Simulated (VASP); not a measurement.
# Mn (Fm-3m) in VASP: a series of runs, part 2 of 2

VASP 6.6.1.

## 3. Single point, PBE, collinear spin, ferromagnetic start

File INCAR:

```
PREC     = Accurate       # precision mode
ENCUT    = 500            # plane-wave cutoff, eV
EDIFF    = 1E-6           # SCF threshold, eV
ISMEAR   = -1             # smearing method
SIGMA    = 0.1            # smearing width, eV
LREAL    = F              # projectors in reciprocal space
LASPH    = T              # aspherical terms in the spheres
NELM     = 200            # most SCF steps
ALGO     = Normal         # electronic algorithm
ISIF     = 2              # what is computed and relaxed
LWAVE    = F              # write WAVECAR
LCHARG   = F              # write CHGCAR
ISPIN    = 2              # spin polarisation
MAGMOM   = 3 3            # initial moments
LORBIT   = 11             # projections on sites
LMAXMIX  = 4              # l up to which the mixer works
GGA      = PE             # functional
NBANDS   = 24             # bands
GGA_COMPAT= F
```

File KPOINTS:

```
regular mesh
0
Gamma
  8 8 6
```

File POSCAR:

```
Mn
1.0
    1.8000000000      1.8000000000      0.0000000000
   -1.8000000000      1.8000000000      0.0000000000
    0.0000000000      0.0000000000      3.6000000000
Mn
2
Direct
    0.0000000000      0.0000000000      0.0000000000
    0.5000000000      0.5000000000      0.5000000000
```

Potentials or basis: VASP PAW PBE potentials, release 64 (Mn_pv).

Command:

```console
$ cat potpaw_PBE.64/Mn_pv/POTCAR > POTCAR
$ mpirun -np 1 vasp_std > vasp.out
```

OUTCAR:

```text
PREC = Accurate
   ENCUT = 500
   EDIFF = 1E-6
   ISMEAR = -1
   LREAL = F
   LASPH = T
   NELM = 200
   ISIF = 2
   ISPIN = 2
   LORBIT = 11
   GGA = PE

 ion  position               nearest neighbor table
   1  0.000  0.000  0.000-   2 2.55   2 2.55   2 2.55   2 2.55   2 2.55   2 2.55   2 2.55   2 2.55

   2  0.500  0.500  0.500-   1 2.55   1 2.55   1 2.55   1 2.55   1 2.55   1 2.55   1 2.55   1 2.55

  LATTYP: Found a simple tetragonal cell.
 ALAT       =     2.5455844123
 C/A-ratio  =     1.4142135624

  Lattice vectors:

 A1 = (   1.8000000000,   1.8000000000,   0.0000000000)
 A2 = (  -1.8000000000,   1.8000000000,   0.0000000000)
 A3 = (   0.0000000000,   0.0000000000,   3.6000000000)

Analysis of symmetry for initial positions (statically):
=====================================================================
 Subroutine PRICEL returns following result:

  LATTYP: Found a face centered cubic cell.
 ALAT       =     3.6000000000
[... 865 lines left out ...]
     24      28.5945      0.00000

 [... further k-points ...]

 spin component 2

 k-point     1 :       0.0000    0.0000    0.0000
  band No.  band energies     occupation
      1     -38.8459      1.00000
      2     -38.5149      1.00000
      3     -38.5149      1.00000
      4     -38.3073      1.00000
      5     -38.3073      1.00000
      6     -38.3043      1.00000
[... 637 lines left out ...]
     23      28.6038      0.00000
     24      28.6038      0.00000

 [... further k-points ...]
[... 5 lines left out ...]
  --------------------------------------------------------------------------------------
  -------------------------------------------------------------------------------------
  Total       -2.7083938     -2.7083938     -2.8546142      0.0000000      0.0000000      0.0000000
  in kB     -186.0136797   -186.0136797   -196.0561626      0.0000000      0.0000000      0.0000000
  external PRESSURE =    -189.3611740 kB  Pullay stress =       0.0000000 kB

 VOLUME and BASIS-vectors are now :
 -----------------------------------------------------------------------------
  energy-cutoff  :      500.00
  volume of cell :       23.33
      direct lattice vectors                 reciprocal lattice vectors
     1.800000000  1.800000000  0.000000000     0.277777778  0.277777778  0.000000000
    -1.800000000  1.800000000  0.000000000    -0.277777778  0.277777778  0.000000000
     0.000000000  0.000000000  3.600000000     0.000000000  0.000000000  0.277777778

 POSITION                                       TOTAL-FORCE (eV/Angst)
 -----------------------------------------------------------------------------------
      0.00000      0.00000      0.00000         0.000000     -0.000000      0.000000
      0.00000      1.80000      1.80000        -0.000000      0.000000     -0.000000
 -----------------------------------------------------------------------------------
    total drift:                               -0.000000      0.000000      0.000000

  FREE ENERGIE OF THE ION-ELECTRON SYSTEM (eV)
  ---------------------------------------------------
  free  energy   TOTEN  =       -17.7651671112 eV

  energy  without entropy=      -17.6507387050  energy(sigma->0) =      -17.70795291

 total charge

# of ion       s       p       d       tot
------------------------------------------
    1        0.396   6.352   5.082  11.829
    2        0.396   6.352   5.082  11.829
--------------------------------------------------
tot          0.791  12.703  10.164  23.658

 magnetization (x)

# of ion       s       p       d       tot
------------------------------------------
    1       -0.000  -0.000   0.023   0.023
    2       -0.000  -0.000   0.023   0.023
--------------------------------------------------
tot         -0.000  -0.000   0.047   0.047
```

Run time: 3.2 min. Hardware: 1 thread of Intel Xeon 8259CL, shared host; peak memory 0.17 GiB.

Results:

```yaml
Free_energy: -17.7652 eV
Pressure: -18.9 GPa
Net_moment: 0.05 μB per cell
Site_moments: Mn +0.02 μB
Valence_electrons_inside_the_program's_atomic_spheres: Mn 11.83
```

Levels at points of the mesh, in eV from the Fermi level:
Spin up:
```tsv
k point	band 11	band 12	band 13	band 14	band 15	band 16
(0.00, 0.00, 0.00)	-1.03	-1.03	0.46	0.46	1.46	1.78
(0.50, 0.00, 0.00)	-1.72	-1.72	-0.22	-0.22	0.43	0.43
(0.50, 0.50, 0.00)	1.46	1.46	1.78	1.78	1.78	1.78
(0.00, 0.00, 0.50)	-0.50	-0.50	0.13	0.13	0.13	0.13
(0.50, 0.00, 0.50)	-1.13	-1.13	0.40	0.40	1.50	1.50
(0.50, 0.50, 0.50)	-1.99	-1.99	0.29	0.29	1.78	1.78
```
Spin down:
```csv
k point,band 11,band 12,band 13,band 14,band 15,band 16
"(0.00, 0.00, 0.00)",-1.01,-1.01,0.49,0.50,1.50,1.79
"(0.50, 0.00, 0.00)",-1.69,-1.69,-0.18,-0.18,0.45,0.45
"(0.50, 0.50, 0.00)",1.50,1.50,1.79,1.79,1.79,1.79
"(0.00, 0.00, 0.50)",-0.46,-0.46,0.14,0.14,0.14,0.14
"(0.50, 0.00, 0.50)",-1.10,-1.10,0.41,0.41,1.53,1.53
"(0.50, 0.50, 0.50)",-1.98,-1.98,0.33,0.33,1.79,1.79
```

Caveat: the starting moments collapsed, and a magnetic state may lie lower.
